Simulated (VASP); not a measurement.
Here is a VASP 6.6.1 calculation.

INCAR

```
SYSTEM = BaS
ALGO = Normal ; EDIFF = 1E-7
ENCUT = 520 ; GGA = PS
ISIF = 2 ; ISMEAR = -1
LASPH = .True. ; LCHARG = .False.
LREAL = Auto ; LWAVE = .False.
NBANDS = 78 ; NELM = 100
PREC = Accurate ; SIGMA = 0.0689
```

File KPOINTS:

```
Automatic mesh
0
Gamma
  2 2 2
  0.5 0.5 0.5
```

POSCAR

```
BaS
1.0
   -6.4298025573     -6.4298025573      0.0000000000
    0.0000000000     -6.4298025573      6.4298025573
   -6.4298025573      0.0000000000      6.4298025573
Ba S
8 8
Direct
    0.4612175838      0.0200881752     -0.0050923803
    0.0015390053      0.0058534457      0.0136269348
    0.4931095429      0.4921395287     -0.0122986669
    0.0236275529      0.4754622670      0.0121659257
    0.5020207030     -0.0062815304      0.4845002583
   -0.0016814669      0.0029738860      0.4963500001
    0.5156663009      0.5053765603      0.4965181235
    0.0094283611      0.4996902271      0.5016002391
    0.7727594208      0.2502085384      0.2628437631
    0.2489167413      0.2361175925      0.2429313320
    0.7455405446      0.7540761099      0.2710659440
    0.2314132490      0.7511021461      0.2648724412
    0.7483238338      0.2531030285      0.7752776941
    0.2643278677      0.2747460726      0.7402833847
    0.7418267447      0.7201660484      0.7466583083
    0.2257845380      0.7806011079      0.7501654922
```

Potentials or basis: VASP PAW PBE potentials, release 64 (Ba_sv, S).

The run is started by

```console
$ cat potpaw_PBE.64/Ba_sv/POTCAR potpaw_PBE.64/S/POTCAR > POTCAR
$ mpirun -np 1 vasp_std > vasp.out
```

Q: Estimate the band gap on the k mesh.

A: 2.40 eV.

Q: What does it give for the pressure?

A: -0.1 GPa.

Forces on the atoms (eV/Å):
```
Ba  -1.244 -0.234 -1.052
Ba   0.465  0.299 -0.252
Ba  -0.242 -0.442  0.782
Ba   1.441 -0.273  0.733
Ba  -0.402 -0.132  0.685
Ba  -0.585  0.647  0.339
Ba   0.203  0.071  0.011
Ba   0.049  0.339  0.039
S    0.773  0.355 -0.024
S   -0.494 -0.163  0.397
S    0.177 -0.248 -0.724
S   -0.216 -0.459 -0.259
S    0.320  0.200 -0.725
S    0.322  0.396 -0.276
S   -0.027 -0.409  0.644
S   -0.539  0.052 -0.318
```

Caveat: the atoms stand as in a frame of molecular dynamics; the PAW data sets were made with another functional, which shifts forces and pressure a little; spin-orbit coupling is left out, which moves the levels of the heavy elements; a shifted mesh leaves out Γ, where band edges can lie. A k mesh can miss the band edges.
